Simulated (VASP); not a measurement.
# BN (Cmm2) in VASP: further runs

BN is run at these levels: PBE+D3(BJ); tasks: single point.

Program: VASP 6.6.1. These are calculated values, not measurements. Logs are shortened: lines on timing, memory, paths and dates and some standing lists are left out, and cuts for length are marked.

## Step 1: The cell of the first run

The structure is orthorhombic, space group Cmm2 (No. 35). The conventional cell has a = 2.508 Å, b = 6.679 Å, c = 9.175 Å, α = 90.00°, β = 90.00°, γ = 90.00°. Within 1.9 Å of B (site symmetry mm2) lie 3 N at 1.45 Å. B (site symmetry mm2) has 3 N at 1.45 to 1.95 Å within 2.0 Å. Within 1.9 Å of B (site symmetry mm2) lie 3 N at 1.45 Å. Within 1.9 Å of B (site symmetry mm2) lie 3 N at 1.45 Å. Within 1.9 Å of N (site symmetry mm2) lie 3 B at 1.45 Å. N (site symmetry mm2) has 3 B at 1.45 Å within 1.9 Å. Within 1.9 Å of N (site symmetry mm2) lie 3 B at 1.45 Å. Within 2.0 Å of N (site symmetry mm2) lie 3 B at 1.45 to 1.95 Å.

## Step 2: Single point, PBE+D3(BJ) (the distance across one plane changed)

File INCAR:

```
SYSTEM = BN
PREC     = Accurate       ! precision mode
ENCUT    = 520            ! plane-wave cutoff, eV
EDIFF    = 1E-7           ! SCF threshold, eV
ISMEAR   = 0              ! smearing method
SIGMA    = 0.05           ! smearing width, eV
LREAL    = .FALSE.        ! projectors in reciprocal space
LASPH    = .TRUE.         ! aspherical terms in the spheres
NELM     = 80             ! most SCF steps
ALGO     = Normal         ! electronic algorithm
ISIF     = 2              ! what is computed and relaxed
LWAVE    = .FALSE.        ! write WAVECAR
LCHARG   = .FALSE.        ! write CHGCAR
GGA      = PE             ! functional
IVDW     = 12             ! dispersion correction
ISYM     = 0            
NBANDS   = 26             ! bands
```

File KPOINTS:

```
regular mesh
0
G
  7 9 3
  0 0 0
```

File POSCAR:

```
BN
1.0
    1.2538424667     -3.3394821656      0.0000000000
    2.5076849335      0.0000000000      0.0000000000
    0.0000000000      0.0000000000      9.1753276438
B N
4 4
Direct
    0.0000000000      0.0000000000      0.7879407024
    0.0000000000      0.5000000000      0.0788111775
    0.0000000000      0.0000000000      0.3151876858
    0.0000000000      0.5000000000      0.5515641941
    0.0000000000      0.0000000000      0.1575180508
    0.0000000000      0.5000000000      0.3938945591
    0.0000000000      0.0000000000      0.6302710674
    0.0000000000      0.5000000000      0.8666475757
```

Potentials or basis: VASP PAW PBE potentials, release 64 (B, N).

Run with:

```sh
$ cat potpaw_PBE.64/B/POTCAR potpaw_PBE.64/N/POTCAR > POTCAR
$ mpirun -np 1 vasp_std > vasp.out
```

OUTCAR:

```text
SYSTEM = BN
   PREC = Accurate
   ENCUT = 520
   EDIFF = 1E-7
   ISMEAR = 0
   LREAL = .FALSE.
   LASPH = .TRUE.
   NELM = 80
   ISIF = 2
   GGA = PE
   IVDW = 12
   ISYM = 0
 IVDW          = 12

 ion  position               nearest neighbor table
   1  0.000  0.000  0.788-   7 1.45   8 1.45   8 1.45
   2  0.000  0.500  0.079-   5 1.45   5 1.45   8 1.95
   3  0.000  0.000  0.315-   5 1.45   6 1.45   6 1.45
   4  0.000  0.500  0.552-   6 1.45   7 1.45   7 1.45
   5  0.000  0.000  0.158-   3 1.45   2 1.45   2 1.45
   6  0.000  0.500  0.394-   4 1.45   3 1.45   3 1.45
   7  0.000  0.000  0.630-   1 1.45   4 1.45   4 1.45
   8  0.000  0.500  0.867-   1 1.45   1 1.45   2 1.95

IMPORTANT INFORMATION: All symmetrisations will be switched off!
NOSYMM: (Re-)initialisation of all symmetry stuff for point group C_1.

----------------------------------------------------------------------------------------

                                     Primitive cell

  volume of cell :      76.8376

  direct lattice vectors                    reciprocal lattice vectors
     1.253842467 -3.339482166  0.000000000     0.000000000 -0.299447624  0.000000000
     2.507684934  0.000000000  0.000000000     0.398774179  0.149723812  0.000000000
     0.000000000  0.000000000  9.175327644     0.000000000  0.000000000  0.108987934

  length of vectors
     3.567108362  2.507684934  9.175327644     0.299447624  0.425955474  0.108987934

  position of ions in fractional coordinates (direct lattice)
     0.000000000  0.000000000  0.787940702
     0.000000000  0.500000000  0.078811178
     0.000000000  0.000000000  0.315187686
     0.000000000  0.500000000  0.551564194
     0.000000000  0.000000000  0.157518051
     0.000000000  0.500000000  0.393894559
     0.000000000  0.000000000  0.630271067
     0.000000000  0.500000000  0.866647576

  ion indices of the primitive-cell ions
   primitive index   ion index
                 1           1
                 2           2
                 3           3
                 4           4
                 5           5
                 6           6
                 7           7
                 8           8

----------------------------------------------------------------------------------------

 KPOINTS: regular mesh

Automatic generation of k-mesh.
 Grid dimensions read from file:
 generate k-points for:    7    9    3

 Generating k-lattice:

  Cartesian coordinates                     Fractional coordinates (reciprocal lattice)
     0.000000000 -0.042778232  0.000000000     0.142857143  0.000000000  0.000000000
     0.044308242  0.016635979  0.000000000    -0.000000000  0.111111111  0.000000000
     0.000000000  0.000000000  0.036329311     0.000000000  0.000000000  0.333333333

  Length of vectors
     0.042778232  0.047328386  0.036329311

  Shift w.r.t. Gamma in fractional coordinates (k-lattice)
     0.000000000  0.000000000  0.000000000

 -----------------------------------------------------------------------------
|                                                                             |
|           W    W    AA    RRRRR   N    N  II  N    N   GGGG   !!!           |
|           W    W   A  A   R    R  NN   N  II  NN   N  G    G  !!!           |
|           W    W  A    A  R    R  N N  N  II  N N  N  G       !!!           |
|           W WW W  AAAAAA  RRRRR   N  N N  II  N  N N  G  GGG   !            |
|           WW  WW  A    A  R   R   N   NN  II  N   NN  G    G                |
|           W    W  A    A  R    R  N    N  II  N    N   GGGG   !!!           |
|                                                                             |
|     Your reciprocal lattice and k-lattice belong to different lattice       |
|     classes:                                                                |
|                                                                             |
|        The reciprocal lattice is base centered orthorhombic,                |
|        whereas your k-lattice is simple monoclinic.                         |
|                                                                             |
|     Results are often still useful ...                                      |
|                                                                             |
 -----------------------------------------------------------------------------

 WARNING: IBZKPT: internal override: KBLOWUP is changed to .FALSE.
      ... skipping the blow-up phase ...

 Subroutine IBZKPT returns following result:
 ===========================================

 Found     95 irreducible k-points:

 Following reciprocal coordinates:
            Coordinates               Weight
  0.000000  0.000000  0.000000      1.000000
  0.142857  0.000000  0.000000      2.000000
  0.285714  0.000000  0.000000      2.000000
  0.428571  0.000000  0.000000      2.000000
  0.000000  0.111111  0.000000      2.000000
  0.142857  0.111111  0.000000      2.000000
[... 16 lines left out ...]
 -0.428571  0.333333  0.000000      2.000000
 -0.285714  0.333333  0.000000      2.000000
 [... further k-points ...]
   k-points           NKPTS =     95   k-points in BZ     NKDIM =     95   number of bands    NBANDS=     26
   number of dos      NEDOS =    301   number of ions     NIONS =      8
   total plane-waves  NPLWV =  39200
   dimension x,y,z NGX =    28 NGY =   20 NGZ =   70
   dimension x,y,z NGXF=    56 NGYF=   40 NGZF=  140
   ions per type =               4   4
   NGX,Y,Z   is equivalent  to a cutoff of  13.05, 13.26, 12.68 a.u.
   NGXF,Y,Z  is equivalent  to a cutoff of  26.10, 26.52, 25.37 a.u.
 SYSTEM =  BN
   PREC   = accura    normal or accurate (medium, high low for compatibility)
   ISTART =      0    job   : 0-new  1-cont  2-samecut
   ICHARG =      2    charge: 1-file 2-atom 10-const
   ISPIN  =      1    spin polarized calculation?
   LNONCOLLINEAR =      F non collinear calculations
   LSORBIT =      F    spin-orbit coupling
   LASPH  =      T    aspherical Exc in radial PAW
   ENCUT  =  520.0 eV  38.22 Ry    6.18 a.u.   6.63  4.66 17.06*2*pi/ulx,y,z
   NELM   =     80;   NELMIN=  2; NELMDL= -5     # of ELM steps
   EDIFF  = 0.1E-06   stopping-criterion for ELM
   LREAL  =      F    real-space projection
   EDIFFG = 0.1E-05   stopping-criterion for IOM
   NSW    =      0    number of steps for IOM
   IBRION =     -1    ionic relax: 0-MD 1-quasi-New 2-CG
   NFREE  =      0    steps in history (QN), initial steepest desc. (CG)
   ISIF   =      2    stress and relaxation
   ISYM   =      0    0-nonsym 1-usesym 2-fastsym
   POTIM  = 0.5000    time-step for ionic-motion
   TEBEG  =    0.0;   TEEND  =   0.0 temperature during run
   PSTRESS=    0.0 pullay stress
   NELECT =      32.0000    total number of electrons
   NUPDOWN=      -1.0000    fix difference up-down
   EMIN   =  10.00;   EMAX   =-10.00  energy-range for DOS
   EFERMI =   0.00;   METHOD = LEGACY
   ISMEAR =     0;   SIGMA  =   0.05  broadening in eV -4-tet -1-fermi 0-gaus
   EFERMI_NEDOS =   21; number of points for ismear=-14 and -15
   IALGO  =     38    algorithm
   IMIX   =      4    mixing-type and parameters
     AMIX     =   0.40;   BMIX     =  1.00
     AMIX_MAG =   1.60;   BMIX_MAG =  1.00
  volume/ion in A,a.u.               =       9.60        64.82
  Fermi-wavevector in a.u.,A,eV,Ry     =   1.222551  2.310286 20.335683  1.494631
  Thomas-Fermi vector in A             =   2.357694
   LORBIT       =      0    0 simple, 1 ext, 2 COOP (PROOUT), +10 PAW based schemes
   GGA     = PE    functional components
   LHFCALC =     F    Hartree Fock is set to
   AEXX    =    0.0000 exact exchange contribution
   IVDW    =    12    specifies the selected vdW correction
   LEPSILON=     F    determine dielectric tensor
   LRPA    =     F    only Hartree local field effects (RPA)
 non-spin polarized calculation
 Gauss-broadening in eV      SIGMA  =   0.05
  energy-cutoff  :      520.00
  volume of cell :       76.84
 maximum number of plane-waves:      2103
   NGX = 13   NGY =  9   NGZ = 35

 number of electron      31.9999997 magnetization

 Free energy of the ion-electron system (eV)
  ---------------------------------------------------
  ext. energy  EPLUGINS =         0.00000000
  ---------------------------------------------------
  free energy    TOTEN  =       -68.42696701 eV

  energy without entropy =      -68.42696701  energy(sigma->0) =      -68.42696701

 E-fermi :   2.9430     XC(G=0):  -9.8339

 val. band max:        2.6972632753   @ k =   0.1429   0.3333   0.0000
 cond. band min:       5.4326056275   @ k =   0.0000   0.4444   0.3333
 fundamental gap:      2.7353423521
 Fermi energy:         2.9429582281

 k-point     1 :       0.0000    0.0000    0.0000
  band No.  band energies     occupation
      1     -16.2421      2.00000
      2     -15.0961      2.00000
      3     -14.1089      2.00000
      4     -12.1718      2.00000
      5      -7.1453      2.00000
      6      -3.9564      2.00000
[... 18 lines left out ...]
     25      12.9954      0.00000
     26      13.2634      0.00000

 k-point     2 :       0.1429    0.0000    0.0000
  band No.  band energies     occupation
      1     -16.1947      2.00000
      2     -15.0529      2.00000
      3     -14.0674      2.00000
      4     -12.1351      2.00000
      5      -7.0963      2.00000
      6      -3.9303      2.00000
[... 18 lines left out ...]
     25      13.1281      0.00000
     26      13.6443      0.00000

 k-point     3 :       0.2857    0.0000    0.0000
  band No.  band energies     occupation
      1     -16.0845      2.00000
      2     -14.9528      2.00000
      3     -13.9715      2.00000
      4     -12.0498      2.00000
      5      -6.9815      2.00000
      6      -3.8665      2.00000
[... 572 lines left out ...]
 k-point    23 :      -0.4286    0.3333    0.0000
  band No.  band energies     occupation
      1     -14.6100      2.00000
      2     -13.6620      2.00000
      3     -12.8401      2.00000
      4     -11.2199      2.00000
      5      -6.6032      2.00000
      6      -5.9871      2.00000
[... 18 lines left out ...]
     25      13.8691      0.00000
     26      15.3751      0.00000

 k-point    24 :      -0.2857    0.3333    0.0000
  band No.  band energies     occupation
      1     -14.5969      2.00000
      2     -13.6516      2.00000
      3     -12.8311      2.00000
      4     -11.2123      2.00000
      5      -6.6053      2.00000
      6      -5.9848      2.00000
[... 18 lines left out ...]
     25      13.9458      0.00000
     26      15.2547      0.00000

 [... further k-points ...]

------------------------ aborting loop because EDIFF is reached ----------------------------------------

 Edisp (eV)   -1.07033

 E8    (eV) :    -0.3136

  FORCE on cell =-STRESS in cart. coord.  units (eV):
  Direction    XX          YY          ZZ          XY          YZ          ZX
  --------------------------------------------------------------------------------------
  -------------------------------------------------------------------------------------
  Total      -1.28698     0.12020   -10.13323    -0.00035     0.00000     0.00000
  in kB     -26.83544     2.50635  -211.29278    -0.00730     0.00001     0.00000
  external pressure =      -78.54 kB  Pullay stress =        0.00 kB

 VOLUME and BASIS-vectors are now :
 -----------------------------------------------------------------------------
  energy-cutoff  :      520.00
  volume of cell :       76.84
      direct lattice vectors                 reciprocal lattice vectors
     1.253842467 -3.339482166  0.000000000     0.000000000 -0.299447624  0.000000000
     2.507684934  0.000000000  0.000000000     0.398774179  0.149723812  0.000000000
     0.000000000  0.000000000  9.175327644     0.000000000  0.000000000  0.108987934

 POSITION                                       TOTAL-FORCE (eV/Angst)
 -----------------------------------------------------------------------------------
      0.00000      0.00000      7.22961        -0.000000      0.000000      2.171481
      1.25384      0.00000      0.72312         0.000000      0.000000     -3.539616
      0.00000      0.00000      2.89195        -0.000000      0.000000      0.972913
      1.25384      0.00000      5.06078        -0.000000      0.000000      0.876313
      0.00000      0.00000      1.44528         0.000000     -0.000000     -1.973062
      1.25384      0.00000      3.61411        -0.000000      0.000000     -0.883550
      0.00000      0.00000      5.78294         0.000000     -0.000000     -0.946382
      1.25384      0.00000      7.95178        -0.000000     -0.000000      3.321905
 -----------------------------------------------------------------------------------
    total drift:                                0.000001      0.000000      0.000601

  FREE ENERGIE OF THE ION-ELECTRON SYSTEM (eV)
  ---------------------------------------------------
  free  energy   TOTEN  =       -69.4972958064 eV

  energy  without entropy=      -69.4972958064  energy(sigma->0) =      -69.49729581
```

Run time: 3.1 min. Hardware: 1 thread of Intel Xeon 8259CL, shared host; peak memory 0.29 GiB.

What came out:

* Free energy: -69.4973 eV
* Pressure: -7.9 GPa
* Largest force: 3.540 eV/Å
* Band gap on the k mesh: 2.74 eV (least direct gap 2.85 eV)
* Dispersion energy per atom: -0.134 eV

Forces in eV/Å, atoms in the order of the input:
```
B    0.000  0.000  2.171
B    0.000  0.000 -3.540
B    0.000  0.000  0.973
B    0.000  0.000  0.876
N    0.000  0.000 -1.973
N    0.000  0.000 -0.884
N    0.000  0.000 -0.946
N    0.000  0.000  3.322
```

Caveat: the cell differs from its parent crystal (the distance across one plane changed); the stress differs along the axes, from -21 to 0 GPa; forces of over 1 eV/Å act on the atoms, so gaps and moduli don't describe the material at rest.

## Step 3: Single point, PBE+D3(BJ) (the distance across one plane changed)

File INCAR:

```
PREC = Accurate ; ENCUT = 520
EDIFF = 1E-6 ; ISMEAR = 0
SIGMA = 0.05 ; LREAL = F
LASPH = T ; NELM = 100
ALGO = Normal ; ISIF = 2
LWAVE = F ; LCHARG = F
GGA = PE ; IVDW = 12
NBANDS = 26 ; ISYM = 0
```

File KPOINTS:

```
regular mesh
0
Gamma
  7 9 3
```

File POSCAR:

```
BN
1.0
    1.2538424667     -3.3394821656      0.0000000000
    2.5076849335      0.0000000000      0.0000000000
    0.0000000000      0.0000000000      9.4253276438
B N
4 4
Direct
    0.0000000000      0.0000000000      0.7670411450
    0.0000000000      0.5000000000      0.0767207680
    0.0000000000      0.0000000000      0.3068275603
    0.0000000000      0.5000000000      0.5369343527
    0.0000000000      0.0000000000      0.1533399984
    0.0000000000      0.5000000000      0.3834467908
    0.0000000000      0.0000000000      0.6135535831
    0.0000000000      0.5000000000      0.8436603754
```

Potentials or basis: VASP PAW PBE potentials, release 64 (B, N).

Run with:

```sh
$ cat potpaw_PBE.64/B/POTCAR potpaw_PBE.64/N/POTCAR > POTCAR
$ mpirun -np 1 vasp_std > vasp.out
```

OUTCAR:

```text
PREC = Accurate
   ENCUT = 520
   EDIFF = 1E-6
   ISMEAR = 0
   LREAL = F
   LASPH = T
   NELM = 100
   ISIF = 2
   GGA = PE
   IVDW = 12
   ISYM = 0
 IVDW          = 12

 ion  position               nearest neighbor table
   1  0.000  0.000  0.767-   7 1.45   8 1.45   8 1.45
   2  0.000  0.500  0.077-   5 1.45   5 1.45
   3  0.000  0.000  0.307-   5 1.45   6 1.45   6 1.45
[... 899 lines left out ...]
  -------------------------------------------------------------------------------------
  Total      -1.45188     0.13923   -10.08668    -0.00034    -0.00000    -0.00000
  in kB     -29.47093     2.82617  -204.74355    -0.00686    -0.00002    -0.00003
  external pressure =      -77.13 kB  Pullay stress =        0.00 kB

 VOLUME and BASIS-vectors are now :
 -----------------------------------------------------------------------------
  energy-cutoff  :      520.00
  volume of cell :       78.93
      direct lattice vectors                 reciprocal lattice vectors
     1.253842467 -3.339482166  0.000000000     0.000000000 -0.299447624  0.000000000
     2.507684934  0.000000000  0.000000000     0.398774179  0.149723812  0.000000000
     0.000000000  0.000000000  9.425327644     0.000000000  0.000000000  0.106097107

 POSITION                                       TOTAL-FORCE (eV/Angst)
 -----------------------------------------------------------------------------------
      0.00000      0.00000      7.22961        -0.000000      0.000000      2.917618
      1.25384      0.00000      0.72312         0.000000      0.000000     -2.750465
      0.00000      0.00000      2.89195         0.000000     -0.000000      1.352423
      1.25384      0.00000      5.06078         0.000000     -0.000000      1.158736
      0.00000      0.00000      1.44528         0.000001     -0.000000     -2.441534
      1.25384      0.00000      3.61411        -0.000001     -0.000000     -1.160041
      0.00000      0.00000      5.78294        -0.000000     -0.000000     -1.265066
      1.25384      0.00000      7.95178         0.000000      0.000000      2.188329
 -----------------------------------------------------------------------------------
    total drift:                                0.000001      0.000003     -0.000153

  FREE ENERGIE OF THE ION-ELECTRON SYSTEM (eV)
  ---------------------------------------------------
  free  energy   TOTEN  =       -68.3404324754 eV

  energy  without entropy=      -68.3404324754  energy(sigma->0) =      -68.34043248
```

Wall time 2.9 min (1 thread of Intel Xeon 8259CL, shared host); peak memory 0.29 GiB.

What came out:

```yaml
Free_energy: -68.3404 eV
Pressure: -7.7 GPa
Largest_force: 2.918 eV/Å
Band_gap_on_the_k_mesh: 1.77 eV (least direct gap 1.90 eV)
Dispersion_energy_per_atom: -0.138 eV
```

Forces in eV/Å, atoms in the order of the input:
```
B    0.000  0.000  2.918
B    0.000  0.000 -2.750
B    0.000  0.000  1.352
B    0.000  0.000  1.159
N    0.000  0.000 -2.442
N    0.000  0.000 -1.160
N    0.000  0.000 -1.265
N    0.000  0.000  2.188
```

Caveat: the cell differs from its parent crystal (the distance across one plane changed); the stress differs along the axes, from -20 to 0 GPa; forces of over 1 eV/Å act on the atoms, so gaps and moduli don't describe the material at rest. A k mesh can miss the band edges.
